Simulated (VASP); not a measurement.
# N in VASP: notebook

Runs on N. Level: PBEsol. Tasks: electric field gradients.

Everything below comes from runs of VASP 6.6.1. Logs are shortened: lines on timing, memory, paths and dates and some standing lists are left out, and cuts for length are marked.

### 1 The cell of the first run

Symmetry: R3, No. 146, trigonal system. The conventional cell has a = 8.029 Å, b = 8.029 Å, c = 9.687 Å, α = 90.00°, β = 90.00°, γ = 120.00°. N (site symmetry 3) has 12 N at 3.76 to 4.28 Å within 4.9 Å. Within 4.9 Å of N (site symmetry 1) lie 12 N at 3.75 to 4.28 Å.

### 2 Electric field gradients, PBEsol (equal xy, yz and zx shear strains of -1 %)

Input file INCAR:

```
SYSTEM = N
ALGO = Normal
EDIFF = 1E-8
ENCUT = 520
GGA = PS
ISIF = 2
ISMEAR = -1
LASPH = .TRUE.
LCHARG = .FALSE.
LEFG = .TRUE.
LREAL = .FALSE.
LWAVE = .FALSE.
NBANDS = 18
NELM = 100
PREC = Accurate
SIGMA = 0.02
```

Input file KPOINTS:

```
k-points
0
G
  4 4 4
  0 0 0
```

Input file POSCAR:

```
N
1.0
    5.6490000000     -0.0282450000     -0.0282450000
   -0.0282450000      5.6490000000     -0.0282450000
   -0.0282450000     -0.0282450000      5.6490000000
N
4
Direct
    0.0300000000      0.0300000000      0.0300000000
    0.4700000000      0.9700000000      0.5300000000
    0.5300000000      0.4700000000      0.9700000000
    0.9700000000      0.5300000000      0.4700000000
```

Potentials or basis: VASP PAW PBE potentials, release 64 (N).

The run is started by

```sh
cat potpaw_PBE.64/N/POTCAR > POTCAR
mpirun -np 1 vasp_std > vasp.out
```

OUTCAR:

```text
SYSTEM = N
   EDIFF = 1E-8
   ENCUT = 520
   GGA = PS
   ISIF = 2
   ISMEAR = -1
   LASPH = .TRUE.
   LREAL = .FALSE.
   NELM = 100
   PREC = Accurate

 ion  position               nearest neighbor table
   1  0.030  0.030  0.030-
   2  0.470  0.970  0.530-
   3  0.530  0.470  0.970-
   4  0.970  0.530  0.470-

  LATTYP: Found a trigonal (rhomboedric) cell.
 ALAT       =     5.6491412232
 COS(alpha) =    -0.0099745013

  Lattice vectors:

 A1 = (   5.6490000000,  -0.0282450000,  -0.0282450000)
 A2 = (  -0.0282450000,   5.6490000000,  -0.0282450000)
 A3 = (  -0.0282450000,  -0.0282450000,   5.6490000000)

Analysis of symmetry for initial positions (statically):
=====================================================================
 Subroutine PRICEL returns:
 Original cell was already a primitive cell.

 Routine SETGRP: Setting up the symmetry group for a
 trigonal (rhombohedral) supercell.

 Subroutine GETGRP returns: Found  3 space group operations
 (whereof  3 operations were pure point group operations)
 out of a pool of 12 trial point group operations.

The static configuration has the point symmetry C_3 .

Analysis of symmetry for dynamics (positions and initial velocities):
=====================================================================
 Subroutine PRICEL returns:
 Original cell was already a primitive cell.

 Routine SETGRP: Setting up the symmetry group for a
 trigonal (rhombohedral) supercell.

 Subroutine GETGRP returns: Found  3 space group operations
 (whereof  3 operations were pure point group operations)
 out of a pool of 12 trial point group operations.

The dynamic configuration has the point symmetry C_3 .

 Subroutine INISYM returns: Found  3 space group operations
 (whereof  3 operations are pure point group operations),
 and found     1 'primitive' translations

----------------------------------------------------------------------------------------

                                     Primitive cell

  volume of cell :     180.2528

  direct lattice vectors                    reciprocal lattice vectors
     5.649000000 -0.028245000 -0.028245000     0.177031378  0.000889605  0.000889605
    -0.028245000  5.649000000 -0.028245000     0.000889605  0.177031378  0.000889605
    -0.028245000 -0.028245000  5.649000000     0.000889605  0.000889605  0.177031378

  length of vectors
     5.649141223  5.649141223  5.649141223     0.177035848  0.177035848  0.177035848

  position of ions in fractional coordinates (direct lattice)
     0.030000000  0.030000000  0.030000000
     0.470000000  0.970000000  0.530000000
     0.530000000  0.470000000  0.970000000
     0.970000000  0.530000000  0.470000000

  ion indices of the primitive-cell ions
   primitive index   ion index
                 1           1
                 2           2
                 3           3
                 4           4

----------------------------------------------------------------------------------------

 KPOINTS: k-points

Automatic generation of k-mesh.
 Grid dimensions read from file:
 generate k-points for:    4    4    4

 Generating k-lattice:

  Cartesian coordinates                     Fractional coordinates (reciprocal lattice)
     0.044257844  0.000222401  0.000222401     0.250000000 -0.000000000  0.000000000
     0.000222401  0.044257844  0.000222401    -0.000000000  0.250000000  0.000000000
     0.000222401  0.000222401  0.044257844     0.000000000  0.000000000  0.250000000

  Length of vectors
     0.044258962  0.044258962  0.044258962

  Shift w.r.t. Gamma in fractional coordinates (k-lattice)
     0.000000000  0.000000000  0.000000000

 Subroutine IBZKPT returns following result:
 ===========================================

 Found     14 irreducible k-points:

 Following reciprocal coordinates:
            Coordinates               Weight
  0.000000  0.000000  0.000000      1.000000
  0.250000  0.000000  0.000000      6.000000
  0.500000  0.000000  0.000000      3.000000
  0.250000  0.250000 -0.000000      6.000000
  0.500000  0.250000  0.000000      6.000000
  0.500000  0.000000 -0.250000      6.000000
 -0.250000  0.250000  0.000000      6.000000
  0.500000  0.500000 -0.000000      3.000000
  0.250000  0.250000  0.250000      2.000000
  0.500000  0.250000  0.250000      6.000000
 -0.250000  0.250000  0.250000      6.000000
  0.500000  0.500000  0.250000      6.000000
 -0.250000  0.500000  0.250000      6.000000
  0.500000  0.500000  0.500000      1.000000
   k-points           NKPTS =     14   k-points in BZ     NKDIM =     14   number of bands    NBANDS=     18
   number of dos      NEDOS =    301   number of ions     NIONS =      4
   total plane-waves  NPLWV =  74088
   dimension x,y,z NGX =    42 NGY =   42 NGZ =   42
   dimension x,y,z NGXF=    84 NGYF=   84 NGZF=   84
   ions per type =               4
   NGX,Y,Z   is equivalent  to a cutoff of  12.36, 12.36, 12.36 a.u.
   NGXF,Y,Z  is equivalent  to a cutoff of  24.72, 24.72, 24.72 a.u.
 SYSTEM =  N
   PREC   = accura    normal or accurate (medium, high low for compatibility)
   ISTART =      0    job   : 0-new  1-cont  2-samecut
   ICHARG =      2    charge: 1-file 2-atom 10-const
   ISPIN  =      1    spin polarized calculation?
   LNONCOLLINEAR =      F non collinear calculations
   LSORBIT =      F    spin-orbit coupling
   LASPH  =      T    aspherical Exc in radial PAW
   ENCUT  =  520.0 eV  38.22 Ry    6.18 a.u.  10.50 10.50 10.50*2*pi/ulx,y,z
   NELM   =    100;   NELMIN=  2; NELMDL= -5     # of ELM steps
   EDIFF  = 0.1E-07   stopping-criterion for ELM
   LREAL  =      F    real-space projection
   EDIFFG = 0.1E-06   stopping-criterion for IOM
   NSW    =      0    number of steps for IOM
   IBRION =     -1    ionic relax: 0-MD 1-quasi-New 2-CG
   NFREE  =      0    steps in history (QN), initial steepest desc. (CG)
   ISIF   =      2    stress and relaxation
   ISYM   =      2    0-nonsym 1-usesym 2-fastsym
   POTIM  = 0.5000    time-step for ionic-motion
   TEBEG  =    0.0;   TEEND  =   0.0 temperature during run
   PSTRESS=    0.0 pullay stress
   NELECT =      20.0000    total number of electrons
   NUPDOWN=      -1.0000    fix difference up-down
   EMIN   =  10.00;   EMAX   =-10.00  energy-range for DOS
   EFERMI =   0.00;   METHOD = LEGACY
   ISMEAR =    -1;   SIGMA  =   0.02  broadening in eV -4-tet -1-fermi 0-gaus
   EFERMI_NEDOS =   21; number of points for ismear=-14 and -15
   IALGO  =     38    algorithm
   IMIX   =      4    mixing-type and parameters
     AMIX     =   0.40;   BMIX     =  1.00
     AMIX_MAG =   1.60;   BMIX_MAG =  1.00
  volume/ion in A,a.u.               =      45.06       304.10
  Fermi-wavevector in a.u.,A,eV,Ry     =   0.786667  1.486585  8.419892  0.618845
  Thomas-Fermi vector in A             =   1.891252
   LORBIT       =      0    0 simple, 1 ext, 2 COOP (PROOUT), +10 PAW based schemes
   GGA     = PS    functional components
   LHFCALC =     F    Hartree Fock is set to
   AEXX    =    0.0000 exact exchange contribution
   IVDW    =     0    specifies the selected vdW correction
   LEPSILON=     F    determine dielectric tensor
   LRPA    =     F    only Hartree local field effects (RPA)
 non-spin polarized calculation
  energy-cutoff  :      520.00
  volume of cell :      180.25
 maximum number of plane-waves:      4876
   NGX = 21   NGY = 21   NGZ = 21

 number of electron      20.0000000 magnetization

 Free energy of the ion-electron system (eV)
  ---------------------------------------------------
  ext. energy  EPLUGINS =         0.00000000
  ---------------------------------------------------
  free energy    TOTEN  =        -2.56029869 eV

  energy without entropy =       -2.52154104  energy(sigma->0) =       -2.54091986

 E-fermi :  -5.4522     XC(G=0):  -5.0977

 val. band max:       -5.4551391237   @ k =   0.5000   0.5000  -0.0000
 cond. band min:      -5.4496793504   @ k =   0.5000   0.5000  -0.0000
 fundamental gap:      0.0054597733
 Fermi energy:        -5.4522250455

 k-point     1 :       0.0000    0.0000    0.0000
  band No.  band energies     occupation
      1     -17.1167      2.00000
      2     -16.9176      2.00000
      3     -16.9169      2.00000
      4     -16.9169      2.00000
      5      -5.9238      2.00000
      6      -5.9238      2.00000
[... 10 lines left out ...]
     17       0.9522      0.00000
     18       4.6371      0.00000

 k-point     2 :       0.2500    0.0000    0.0000
  band No.  band energies     occupation
      1     -17.0896      2.00000
      2     -16.9553      2.00000
      3     -16.9149      2.00000
      4     -16.9078      2.00000
      5      -5.8787      2.00000
      6      -5.8741      2.00000
[... 10 lines left out ...]
     17       1.3484      0.00000
     18       3.6427      0.00000

 k-point     3 :       0.5000    0.0000    0.0000
  band No.  band energies     occupation
      1     -17.0243      2.00000
      2     -17.0229      2.00000
      3     -16.9113      2.00000
      4     -16.9086      2.00000
      5      -5.7646      2.00000
      6      -5.7627      2.00000
[... 10 lines left out ...]
     17       2.3598      0.00000
     18       2.3614      0.00000

 k-point     4 :       0.2500    0.2500   -0.0000
  band No.  band energies     occupation
      1     -17.0652      2.00000
      2     -16.9633      2.00000
      3     -16.9285      2.00000
      4     -16.9097      2.00000
      5      -5.8552      2.00000
      6      -5.8168      2.00000
[... 165 lines left out ...]
      4     -16.9450      2.00000
      5      -5.9624      2.00000
      6      -5.9579      2.00000
[... 10 lines left out ...]
     17       3.6354      0.00000
     18       3.6750      0.00000

 k-point    13 :      -0.2500    0.5000    0.2500
  band No.  band energies     occupation
      1     -17.0010      2.00000
      2     -16.9997      2.00000
      3     -16.9345      2.00000
      4     -16.9287      2.00000
      5      -5.9187      2.00000
      6      -5.9150      2.00000
[... 10 lines left out ...]
     17       2.9416      0.00000
     18       2.9433      0.00000

 k-point    14 :       0.5000    0.5000    0.5000
  band No.  band energies     occupation
      1     -16.9673      2.00000
      2     -16.9673      2.00000
      3     -16.9671      2.00000
      4     -16.9581      2.00000
      5      -6.0143      2.00000
      6      -6.0097      2.00000
[... 10 lines left out ...]
     17       4.2037      0.00000
     18       4.2039      0.00000

------------------------ aborting loop because EDIFF is reached ----------------------------------------

  FORCE on cell =-STRESS in cart. coord.  units (eV):
  Direction    XX          YY          ZZ          XY          YZ          ZX
  --------------------------------------------------------------------------------------
  -------------------------------------------------------------------------------------
  Total       -4.6634724     -4.6634724     -4.6634724     -0.0967500     -0.0967500     -0.0967500
  in kB      -41.4512806    -41.4512806    -41.4512806     -0.8599629     -0.8599629     -0.8599629
  external PRESSURE =     -41.4512806 kB  Pullay stress =       0.0000000 kB

 VOLUME and BASIS-vectors are now :
 -----------------------------------------------------------------------------
  energy-cutoff  :      520.00
  volume of cell :      180.25
      direct lattice vectors                 reciprocal lattice vectors
     5.649000000 -0.028245000 -0.028245000     0.177031378  0.000889605  0.000889605
    -0.028245000  5.649000000 -0.028245000     0.000889605  0.177031378  0.000889605
    -0.028245000 -0.028245000  5.649000000     0.000889605  0.000889605  0.177031378

 POSITION                                       TOTAL-FORCE (eV/Angst)
 -----------------------------------------------------------------------------------
      0.16778      0.16778      0.16778         0.237363      0.237363      0.237363
      2.61266      5.45128      2.95330        -0.241014     -0.211852      0.215503
      2.95330      2.61266      5.45128         0.215503     -0.241014     -0.211852
      5.45128      2.95330      2.61266        -0.211852      0.215503     -0.241014
 -----------------------------------------------------------------------------------
    total drift:                                0.000001      0.000001      0.000001

  FREE ENERGIE OF THE ION-ELECTRON SYSTEM (eV)
  ---------------------------------------------------
  free  energy   TOTEN  =        -2.5602986936 eV

  energy  without entropy=       -2.5215410361  energy(sigma->0) =       -2.54091986

 Electric field gradients (V/A^2)
---------------------------------------------------------------------
 ion       V_xx      V_yy      V_zz      V_xy      V_xz      V_yz
---------------------------------------------------------------------
   1      -0.000     0.000    -0.000    -2.783    -2.783    -2.783
   2       0.343    -0.477     0.134    -2.258     3.343     3.776
   3       0.134     0.343    -0.477     3.343     3.776    -2.258
   4      -0.477     0.134     0.343     3.776    -2.258     3.343
---------------------------------------------------------------------

 Electric field gradients after diagonalization (V/A^2)
 (convention: |V_zz| > |V_xx| > |V_yy|)
----------------------------------------------------------------------
 ion       V_xx      V_yy      V_zz     asymmetry (V_yy - V_xx)/ V_zz
----------------------------------------------------------------------
   1       2.783     2.783    -5.565       0.000
   2       4.086     2.222    -6.308       0.296
   3       4.086     2.222    -6.308       0.296
   4       4.086     2.222    -6.308       0.296
----------------------------------------------------------------------

           NMR quadrupolar parameters

 Cq : quadrupolar parameter    Cq=e*Q*V_zz/h
 eta: asymmetry parameters     (V_yy - V_xx)/ V_zz
 Q  : nuclear electric quadrupole moment in mb (millibarn)
----------------------------------------------------------------------
 ion       Cq(MHz)       eta       Q (mb)
----------------------------------------------------------------------
   1      -0.013       0.000       1.000
   2      -0.015       0.296       1.000
   3      -0.015       0.296       1.000
   4      -0.015       0.296       1.000
----------------------------------------------------------------------
```

Run time: 77 s. Hardware: 1 thread of AMD EPYC 7R13, shared host; peak memory 0.22 GiB.

Results:

```yaml
Free_energy: -2.5603 eV
Pressure: -4.1 GPa
Largest_force: 0.411 eV/Å
Band_gap_on_the_k_mesh: zero (band 10 reaches -5.30 eV, above the bottom of band 11 at -5.46 eV)
```

Forces on the atoms (eV/Å):
```
N    0.237  0.237  0.237
N   -0.241 -0.212  0.216
N    0.216 -0.241 -0.212
N   -0.212  0.216 -0.241
```

Stress tensor (GPa, compression positive):
```
-4.15 -0.09 -0.09
-0.09 -4.15 -0.09
-0.09 -0.09 -4.15
```

Electric field gradients, principal values (V/Å²):
| atom | least | middle | greatest (by size) |
| --- | --- | --- | --- |
| 1 N | 2.783 | 2.783 | -5.565 |
| 2 N | 2.222 | 4.086 | -6.308 |
| 3 N | 2.222 | 4.086 | -6.308 |
| 4 N | 2.222 | 4.086 | -6.308 |

Caveat: the cell differs from its parent crystal (equal xy, yz and zx shear strains of -1 %); without QUAD_EFG the Cq values of the log hold for a quadrupole moment of 1 mb, not for the nuclei; the PAW data sets were made with another functional, which shifts forces and pressure a little.

(Part 1 of 3 ends here.)
